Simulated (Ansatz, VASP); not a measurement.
**Two plane-wave programs on Au**

File INCAR:

```
SYSTEM = Au
  PREC = Accurate
  ENCUT = 520
  EDIFF = 1E-6
  ISMEAR = 0
  SIGMA = 0.15
  LREAL = .FALSE.
  LASPH = .TRUE.
  NELM = 100
  ALGO = Fast
  ISIF = 2
  LWAVE = .FALSE.
  LCHARG = .FALSE.
  GGA = PS
  NBANDS = 18
```

Contents of KPOINTS:

```
Automatic mesh
0
G
  18 18 10
  0 0 0
```

Contents of POSCAR:

```
Au
1.0
    2.7649087848      0.0000000000      0.0000000000
   -1.3824543924      2.4813277169      0.0000000000
    0.0000000000      0.0000000000      4.7905767359
Au
2
Direct
    0.2691142166      0.6666666667      0.7500000000
    0.7308857834      0.3333333333      0.2500000000
```

Input for Ansatz:

```yaml
crystal:
  lattice:
    - [2.7649087848, 0.0, 0.0]
    - [-1.3824543924, 2.4813277169, 0.0]
    - [0.0, 0.0, 4.7905767359]
  atoms:
    - { symbol: Au, position: [0.2691142166, 0.6666666667, 0.75] }
    - { symbol: Au, position: [0.7308857834, 0.3333333333, 0.25] }
basis:
  ecutwfc: 420
kpoints:
  mp_grid: { grid: [18, 18, 10] }
hamiltonian:
  xc: pbesol
scf:
  occupations: { method: gaussian, width: 0.15 }
output:
  forces: true
  stress: true
  eigenvalues: true
  write_density: true
  write_potential: true
  elf: true
  volumetric_format: npy
```

Change from the starting cell: mode 4 frozen in at -0.184 Å, normal strain along x -0.0350.

Alike in both runs: task single point; functional PBEsol; k mesh 18 × 18 × 10; occupations gaussian, width 0.15 eV; no spin polarisation.

|  | VASP | Ansatz |
| --- | --- | --- |
| version | VASP 6.6.1 | Ansatz 0.2.0 |
| potentials or method | VASP PAW PBE potentials, release 64 (Au), cutoff 520 eV | scalar-relativistic, plane waves, PAW |
| valence electrons in the cell | 22 | 38 |

Ansatz gave:

| Quantity | Value |
| --- | --- |
| gap on the k mesh at the Fermi level (eV) | none |
| pressure (GPa) | 8.4 |
| traceless stress, the component that is largest in VASP (GPa) | -1.89 |
| rms of the force components (eV/Å) | 0.195 |

Task: Which values does VASP return?

Result: gap on the k mesh at the Fermi level (eV): none; pressure (GPa): 8.1; traceless stress, the component that is largest in VASP (GPa): -1.86; rms of the force components (eV/Å): 0.195.

VASP's potentials were made for PBE, not for PBEsol. Atom by atom the forces differ by 0.000 eV/Å (rms over components). A gap of «none» marks a metal or a gap that the smearing closes. The functional is the same, so the differences come from potentials, cutoffs and numerics. VASP's potentials hold 22 valence electrons a cell and Ansatz's 38, so a difference there can come from the potentials and not from the codes.

Spin-orbit coupling is off throughout.
